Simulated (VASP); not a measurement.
GdB: single point with PBEsol

Crystal: GdB.

```
Gd B
1.0
     0.00000    2.64628    2.64628
     2.64628    0.00000    2.64628
     2.64628    2.64628    0.00000
Gd B
1 1
Direct
  0.50000 0.50000 0.50000
  0.00000 0.00000 0.00000
```

- Program: VASP 6.6.1
- Task: single point
- Functional: PBEsol
- Potentials or basis: VASP PAW PBE potentials, release 64 (Gd, B)
- Cutoff: 520 eV
- k mesh: 10 × 10 × 10
- Occupations: gaussian, width 0.05 eV
- Spin: collinear spin, ferromagnetic start
- Starting moments: [7.81, 0.0] μB

| Property | Result |
| --- | --- |
| Pressure | 0.9 GPa |
| Net moment | 8.13 μB per cell |
| Site moments | Gd +7.03; B +0.24 μB |
| Valence electrons inside the program's atomic spheres | Gd 15.22; B 1.65 |

Levels at points of the mesh, in eV from the Fermi level:
Spin up:
```csv
k point,band 13,band 14,band 15,band 16,band 17,band 18
"(0.00, 0.00, 0.00)",1.92,1.92,1.92,2.51,2.51,2.51
"(0.50, 0.00, 0.00)",-3.41,-1.24,-1.24,5.20,5.20,5.79
"(0.50, 0.50, 0.00)",-0.79,-0.62,1.48,1.48,5.07,6.33
```
Spin down:
```
           k point  band 2  band 3  band 4  band 5  band 6  band 7  band 8  band 9  band 10  band 11
(0.00, 0.00, 0.00)  -18.81  -18.81  -18.81   -7.06    0.88    0.88    0.88    1.40     1.74     1.74
(0.50, 0.00, 0.00)  -19.55  -18.88  -18.88   -3.74   -2.81   -0.36   -0.36    1.45     1.52     1.52
(0.50, 0.50, 0.00)  -19.46  -19.06  -19.06   -5.58    0.29    0.39    0.91    0.91     1.56     1.62
```

It took 2.9 min on 1 thread of AMD EPYC 9R45 96-Core Processor (Zen 5), with other jobs on the host, peak memory 0.2 GiB.

Caveat: the PAW data sets were made with another functional, which shifts forces and pressure a little; spin-orbit coupling is left out, which moves the levels of the heavy elements; a cell with one magnetic atom can't hold antiferromagnetic order, which such compounds often take; semilocal functionals describe open f shells poorly, which spoils levels, moments and volumes. The state reached can hang on the start; a lower one may exist.
